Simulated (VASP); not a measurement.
# Zr in VASP: a series of runs

Runs on Zr. Level: PBEsol. Tasks: electric field gradients.

Everything below comes from runs of VASP 6.6.1. Logs are shortened: lines on timing, memory, paths and dates and some standing lists are left out, and cuts for length are marked.

## (1) The cell of the first run

The typed cell holds 2 atoms: a = 3.232 Å, b = 3.218 Å, c = 5.147 Å, α = 89.79°, β = 89.43°, γ = 119.57°.

## (2) Electric field gradients, PBEsol (equal xy, yz and zx shear strains of +1 %)

The input, INCAR:

```
ALGO     = Normal         # electronic algorithm
EDIFF    = 1E-8           # SCF threshold, eV
ENCUT    = 520            # plane-wave cutoff, eV
GGA      = PS             # functional
ISIF     = 2              # what is computed and relaxed
ISMEAR   = -1             # smearing method
LASPH    = True           # aspherical terms in the spheres
LCHARG   = False          # write CHGCAR
LEFG     = True         
LREAL    = False          # projectors in reciprocal space
LWAVE    = False          # write WAVECAR
NBANDS   = 19             # bands
NELM     = 80             # most SCF steps
PREC     = Accurate       # precision mode
SIGMA    = 0.08           # smearing width, eV
```

The input, KPOINTS:

```
k-points
0
Gamma
  13 13 7
```

The input, POSCAR:

```
Zr
1.0
    3.2319982225      0.0161599911      0.0161599911
   -1.6020041484      2.7909125700      0.0059149673
    0.0257350000      0.0257350000      5.1470000000
Zr
2
Direct
    0.3333333333      0.6666666667      0.2500000000
    0.6666666667      0.3333333333      0.7500000000
```

Potentials or basis: VASP PAW PBE potentials, release 64 (Zr_sv).

Command:

```console
> cat potpaw_PBE.64/Zr_sv/POTCAR > POTCAR
> mpirun -np 1 vasp_std > vasp.out
```

OUTCAR:

```text
EDIFF = 1E-8
   ENCUT = 520
   GGA = PS
   ISIF = 2
   ISMEAR = -1
   LASPH = True
   LREAL = False
   NELM = 80
   PREC = Accurate

 ion  position               nearest neighbor table
   1  0.333  0.667  0.250-   2 3.16   2 3.16   2 3.17   2 3.18   2 3.19   2 3.20
   2  0.667  0.333  0.750-   1 3.16   1 3.16   1 3.17   1 3.18   1 3.19   1 3.20

  LATTYP: Found a triclinic cell.
 ALAT       =     3.2460783029
 B/A-ratio  =     0.9913558883
 C/A-ratio  =     1.5856452596
 COS(alpha) =     0.0036852528
 COS(beta)  =     0.0136346634
 COS(gamma) =     0.5000188430

  Lattice vectors:

 A1 = (   1.6299940741,   2.8070725611,   0.0220749584)
 A2 = (  -1.6020041484,   2.7909125700,   0.0059149673)
 A3 = (   0.0257350000,   0.0257350000,   5.1470000000)

Analysis of symmetry for initial positions (statically):
=====================================================================
 Subroutine PRICEL returns:
 Original cell was already a primitive cell.

 Routine SETGRP: Setting up the symmetry group for a
 triclinic supercell.

 Subroutine GETGRP returns: Found  2 space group operations
 (whereof  2 operations were pure point group operations)
 out of a pool of  2 trial point group operations.

The static configuration has the point symmetry S_2 .

Analysis of symmetry for dynamics (positions and initial velocities):
=====================================================================
 Subroutine PRICEL returns:
 Original cell was already a primitive cell.

 Routine SETGRP: Setting up the symmetry group for a
 triclinic supercell.

 Subroutine GETGRP returns: Found  2 space group operations
 (whereof  2 operations were pure point group operations)
 out of a pool of  2 trial point group operations.

The dynamic configuration has the point symmetry S_2 .

 Subroutine INISYM returns: Found  2 space group operations
 (whereof  2 operations are pure point group operations),
 and found     1 'primitive' translations

----------------------------------------------------------------------------------------

                                     Primitive cell

  volume of cell :      46.5580

  direct lattice vectors                    reciprocal lattice vectors
     3.231998223  0.016159991  0.016159991     0.308532726  0.177105179 -0.002428190
    -1.602004148  2.790912570  0.005914967    -0.001777558  0.357289178 -0.001777558
     0.025735000  0.025735000  5.147000000    -0.000966655 -0.000966655  0.194297601

  length of vectors
     3.232079021  3.218018840  5.147128673     0.355759165  0.357298022  0.194302410

  position of ions in fractional coordinates (direct lattice)
     0.333333333  0.666666667  0.250000000
     0.666666667  0.333333333  0.750000000

  ion indices of the primitive-cell ions
   primitive index   ion index
                 1           1
                 2           2

----------------------------------------------------------------------------------------

 KPOINTS: k-points

Automatic generation of k-mesh.
 Grid dimensions read from file:
 generate k-points for:   13   13    7

 Generating k-lattice:

  Cartesian coordinates                     Fractional coordinates (reciprocal lattice)
     0.023733287  0.013623475 -0.000186784     0.076923077  0.000000000  0.000000000
    -0.000136735  0.027483783 -0.000136735    -0.000000000  0.076923077  0.000000000
    -0.000138094 -0.000138094  0.027756800    -0.000000000  0.000000000  0.142857143

  Length of vectors
     0.027366090  0.027484463  0.027757487

  Shift w.r.t. Gamma in fractional coordinates (k-lattice)
     0.000000000  0.000000000  0.000000000

 Subroutine IBZKPT returns following result:
 ===========================================

 Found    592 irreducible k-points:

 Following reciprocal coordinates:
            Coordinates               Weight
  0.000000  0.000000  0.000000      1.000000
  0.076923 -0.000000  0.000000      2.000000
  0.153846 -0.000000  0.000000      2.000000
  0.230769 -0.000000  0.000000      2.000000
  0.307692 -0.000000  0.000000      2.000000
  0.384615 -0.000000  0.000000      2.000000
[... 16 lines left out ...]
  0.153846  0.153846 -0.000000      2.000000
  0.230769  0.153846  0.000000      2.000000
 [... further k-points ...]
   k-points           NKPTS =    592   k-points in BZ     NKDIM =    592   number of bands    NBANDS=     19
   number of dos      NEDOS =    301   number of ions     NIONS =      2
   total plane-waves  NPLWV =  23040
   dimension x,y,z NGX =    24 NGY =   24 NGZ =   40
   dimension x,y,z NGXF=    48 NGYF=   48 NGZF=   80
   ions per type =               2
   NGX,Y,Z   is equivalent  to a cutoff of  12.34, 12.40, 12.92 a.u.
   NGXF,Y,Z  is equivalent  to a cutoff of  24.69, 24.80, 25.84 a.u.
 SYSTEM =  unknown system
   PREC   = accura    normal or accurate (medium, high low for compatibility)
   ISTART =      0    job   : 0-new  1-cont  2-samecut
   ICHARG =      2    charge: 1-file 2-atom 10-const
   ISPIN  =      1    spin polarized calculation?
   LNONCOLLINEAR =      F non collinear calculations
   LSORBIT =      F    spin-orbit coupling
   LASPH  =      T    aspherical Exc in radial PAW
   ENCUT  =  520.0 eV  38.22 Ry    6.18 a.u.   6.01  5.98  9.57*2*pi/ulx,y,z
   NELM   =     80;   NELMIN=  2; NELMDL= -5     # of ELM steps
   EDIFF  = 0.1E-07   stopping-criterion for ELM
   LREAL  =      F    real-space projection
   EDIFFG = 0.1E-06   stopping-criterion for IOM
   NSW    =      0    number of steps for IOM
   IBRION =     -1    ionic relax: 0-MD 1-quasi-New 2-CG
   NFREE  =      0    steps in history (QN), initial steepest desc. (CG)
   ISIF   =      2    stress and relaxation
   ISYM   =      2    0-nonsym 1-usesym 2-fastsym
   POTIM  = 0.5000    time-step for ionic-motion
   TEBEG  =    0.0;   TEEND  =   0.0 temperature during run
   PSTRESS=    0.0 pullay stress
   NELECT =      24.0000    total number of electrons
   NUPDOWN=      -1.0000    fix difference up-down
   EMIN   =  10.00;   EMAX   =-10.00  energy-range for DOS
   EFERMI =   0.00;   METHOD = LEGACY
   ISMEAR =    -1;   SIGMA  =   0.08  broadening in eV -4-tet -1-fermi 0-gaus
   EFERMI_NEDOS =   21; number of points for ismear=-14 and -15
   IALGO  =     38    algorithm
   IMIX   =      4    mixing-type and parameters
     AMIX     =   0.40;   BMIX     =  1.00
     AMIX_MAG =   1.60;   BMIX_MAG =  1.00
  volume/ion in A,a.u.               =      23.28       157.09
  Fermi-wavevector in a.u.,A,eV,Ry     =   1.312644  2.480538 23.443315  1.723035
  Thomas-Fermi vector in A             =   2.443022
   LORBIT       =      0    0 simple, 1 ext, 2 COOP (PROOUT), +10 PAW based schemes
   GGA     = PS    functional components
   LHFCALC =     F    Hartree Fock is set to
   AEXX    =    0.0000 exact exchange contribution
   IVDW    =     0    specifies the selected vdW correction
   LEPSILON=     F    determine dielectric tensor
   LRPA    =     F    only Hartree local field effects (RPA)
 non-spin polarized calculation
  energy-cutoff  :      520.00
  volume of cell :       46.56
 maximum number of plane-waves:      1279
   NGX = 13   NGY = 11   NGZ = 19

 number of electron      24.0000000 magnetization

 Free energy of the ion-electron system (eV)
  ---------------------------------------------------
  ext. energy  EPLUGINS =         0.00000000
  ---------------------------------------------------
  free energy    TOTEN  =       -18.16596169 eV

  energy without entropy =      -18.12058689  energy(sigma->0) =      -18.14327429

 E-fermi :   8.8537     XC(G=0): -11.2023

 val. band max:        8.8512676589   @ k =  -0.1538   0.1538   0.1429
 cond. band min:       8.8539594846   @ k =  -0.3846  -0.4615   0.2857
 fundamental gap:      0.0026918257
 Fermi energy:         8.8536971805

 k-point     1 :       0.0000    0.0000    0.0000
  band No.  band energies     occupation
      1     -39.8674      2.00000
      2     -39.7110      2.00000
      3     -18.4209      2.00000
      4     -17.5501      2.00000
      5     -17.5384      2.00000
      6     -17.4109      2.00000
[... 11 lines left out ...]
     18      11.0202      0.00000
     19      13.2840      0.00000

 k-point     2 :       0.0769   -0.0000    0.0000
  band No.  band energies     occupation
      1     -39.8608      2.00000
      2     -39.7083      2.00000
      3     -18.4029      2.00000
      4     -17.5893      2.00000
      5     -17.5518      2.00000
      6     -17.4489      2.00000
[... 11 lines left out ...]
     18      10.8780      0.00000
     19      13.4383      0.00000

 k-point     3 :       0.1538   -0.0000    0.0000
  band No.  band energies     occupation
      1     -39.8420      2.00000
      2     -39.7011      2.00000
      3     -18.3508      2.00000
      4     -17.6996      2.00000
      5     -17.5864      2.00000
      6     -17.5603      2.00000
[... 11 lines left out ...]
     18      11.0416      0.00000
     19      13.6675      0.00000

 k-point     4 :       0.2308   -0.0000    0.0000
  band No.  band energies     occupation
      1     -39.8144      2.00000
      2     -39.6918      2.00000
      3     -18.2708      2.00000
      4     -17.8548      2.00000
      5     -17.7122      2.00000
      6     -17.6330      2.00000
[... 11 lines left out ...]
     18      11.6921      0.00000
     19      13.8930      0.00000

 k-point     5 :       0.3077   -0.0000    0.0000
  band No.  band energies     occupation
      1     -39.7832      2.00000
      2     -39.6838      2.00000
      3     -18.1734      2.00000
      4     -18.0188      2.00000
      5     -17.8666      2.00000
      6     -17.6804      2.00000
[... 11 lines left out ...]
     18      12.5066      0.00000
     19      14.0576      0.00000
[... 334 lines left out ...]
      2     -39.7007      2.00000
      3     -18.3499      2.00000
      4     -17.6967      2.00000
      5     -17.5934      2.00000
      6     -17.5571      2.00000
[... 11 lines left out ...]
     18      10.9882      0.00000
     19      13.6501      0.00000

 k-point    22 :       0.0769    0.1538    0.0000
  band No.  band energies     occupation
      1     -39.8245      2.00000
      2     -39.6948      2.00000
      3     -18.3010      2.00000
      4     -17.7751      2.00000
      5     -17.6936      2.00000
      6     -17.5872      2.00000
[... 11 lines left out ...]
     18      11.5268      0.00000
     19      13.7407      0.00000

 k-point    23 :       0.1538    0.1538   -0.0000
  band No.  band energies     occupation
      1     -39.7994      2.00000
      2     -39.6874      2.00000
      3     -18.2255      2.00000
      4     -17.8657      2.00000
      5     -17.8389      2.00000
      6     -17.6322      2.00000
[... 11 lines left out ...]
     18      12.3358      0.00000
     19      13.7908      0.00000

 k-point    24 :       0.2308    0.1538    0.0000
  band No.  band energies     occupation
      1     -39.7706      2.00000
      2     -39.6813      2.00000
      3     -18.1325      2.00000
      4     -17.9988      2.00000
      5     -17.9321      2.00000
      6     -17.7051      2.00000
[... 11 lines left out ...]
     18      13.2940      0.00000
     19      13.8353      0.00000

 [... further k-points ...]
[... 5 lines left out ...]
  --------------------------------------------------------------------------------------
  -------------------------------------------------------------------------------------
  Total       -0.9995606     -0.9965738     -0.8135784     -0.1251135     -0.0646384     -0.0648079
  in kB      -34.3973617    -34.2945784    -27.9972551     -4.3054674     -2.2243677     -2.2301993
  external PRESSURE =     -32.2297318 kB  Pullay stress =       0.0000000 kB

 VOLUME and BASIS-vectors are now :
 -----------------------------------------------------------------------------
  energy-cutoff  :      520.00
  volume of cell :       46.56
      direct lattice vectors                 reciprocal lattice vectors
     3.231998223  0.016159991  0.016159991     0.308532726  0.177105179 -0.002428190
    -1.602004148  2.790912570  0.005914967    -0.001777558  0.357289178 -0.001777558
     0.025735000  0.025735000  5.147000000    -0.000966655 -0.000966655  0.194297601

 POSITION                                       TOTAL-FORCE (eV/Angst)
 -----------------------------------------------------------------------------------
      0.01576      1.87243      1.29608        -0.017889      0.000475      0.001284
      1.63997      0.96038      3.87299         0.017889     -0.000475     -0.001284
 -----------------------------------------------------------------------------------
    total drift:                               -0.000000      0.000000     -0.000000

  FREE ENERGIE OF THE ION-ELECTRON SYSTEM (eV)
  ---------------------------------------------------
  free  energy   TOTEN  =       -18.1659616855 eV

  energy  without entropy=      -18.1205868935  energy(sigma->0) =      -18.14327429

 Electric field gradients (V/A^2)
---------------------------------------------------------------------
 ion       V_xx      V_yy      V_zz      V_xy      V_xz      V_yz
---------------------------------------------------------------------
   1     -20.892   -20.815    41.708    -1.486    -2.508    -2.509
   2     -20.892   -20.815    41.708    -1.486    -2.508    -2.509
---------------------------------------------------------------------

 Electric field gradients after diagonalization (V/A^2)
 (convention: |V_zz| > |V_xx| > |V_yy|)
----------------------------------------------------------------------
 ion       V_xx      V_yy      V_zz     asymmetry (V_yy - V_xx)/ V_zz
----------------------------------------------------------------------
   1     -22.536   -19.367    41.904       0.076
   2     -22.536   -19.367    41.904       0.076
----------------------------------------------------------------------

           NMR quadrupolar parameters

 Cq : quadrupolar parameter    Cq=e*Q*V_zz/h
 eta: asymmetry parameters     (V_yy - V_xx)/ V_zz
 Q  : nuclear electric quadrupole moment in mb (millibarn)
----------------------------------------------------------------------
 ion       Cq(MHz)       eta       Q (mb)
----------------------------------------------------------------------
   1       0.101       0.076       1.000
   2       0.101       0.076       1.000
----------------------------------------------------------------------
```

Wall time 8.4 min (1 thread of Intel Xeon 8259CL, shared host); peak memory 0.5 GiB.

What came out:

```
Free energy            : -18.1660 eV
Pressure               : -3.2 GPa
Largest force          : 0.018 eV/Å
Band gap on the k mesh : zero (band 12 reaches 9.81 eV, above the bottom of band 13 at 8.61 eV)
```

Forces in eV/Å, atoms in the order of the input:
```
Zr  -0.018  0.000  0.001
Zr   0.018  0.000 -0.001
```

Stress tensor (GPa, compression positive):
```
-3.44 -0.43 -0.22
-0.43 -3.43 -0.22
-0.22 -0.22 -2.80
```

Levels at points of the mesh, in eV from the Fermi level:
```csv
k point,band 8,band 9,band 10,band 11,band 12,band 13,band 14,band 15,band 16,band 17
"(0.00, 0.00, 0.00)",-26.25,-5.66,-3.03,0.79,0.95,1.02,1.20,1.49,1.64,2.13
```

Electric field gradients, principal values (V/Å²):
| atom | least | middle | greatest (by size) |
| --- | --- | --- | --- |
| 1 Zr | -19.367 | -22.536 | 41.904 |
| 2 Zr | -19.367 | -22.536 | 41.904 |

Caveat: the cell differs from its parent crystal (equal xy, yz and zx shear strains of +1 %); without QUAD_EFG the Cq values of the log hold for a quadrupole moment of 1 mb, not for the nuclei; the PAW data sets were made with another functional, which shifts forces and pressure a little.

(Continued in part 2 of 3.)
